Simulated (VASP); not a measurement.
Runs of VASP 6.6.1 on NaSnCl3. The structure is that of space group Pm-3m (No. 221), or close to it. The cells are those of the table. 

```tsv
level	cell	k mesh	gap on the mesh (eV)	pressure (GPa)
PBE	a = 5.505 Å, 5 atoms	4 × 4 × 4	0.52	0.9
PBE	a = 5.448 Å, 5 atoms	4 × 4 × 4	0.25	1.8
PBE	a = 5.561 Å, 5 atoms	4 × 4 × 4	(c)	0.1
r2SCAN	a = 5.528 Å, 5 atoms	6 × 6 × 6	(b)	-0.2
r2SCAN	a = 5.583 Å, 5 atoms	4 × 4 × 4	1.13	-0.7
PBE	a = 5.617 Å, 5 atoms	4 × 4 × 4	(a)	-0.5
r2SCAN	a = 5.472 Å, 5 atoms	4 × 4 × 4	0.74	0.8
r2SCAN	a = 5.636 Å, 5 atoms	4 × 4 × 4	1.29	-1.3
```

Alike in all rows: task single point; potentials or basis VASP PAW PBE potentials, release 64 (Na_pv, Sn_d, Cl); no spin polarisation; cutoff (eV) 520; smearing gaussian 0.01 eV.

Task: Fill in the values left out.

Result: (a) 0.98; (b) 0.96; (c) 0.76.

Caveats: spin-orbit coupling is left out, which moves the levels of the heavy elements; semilocal functionals underestimate gaps, and a narrow one can read as zero (at least some runs); the PAW data sets were made with another functional, which shifts forces and pressure a little (at least some runs).

A k mesh can miss the band edges, and the runs leave out spin-orbit coupling on Sn.
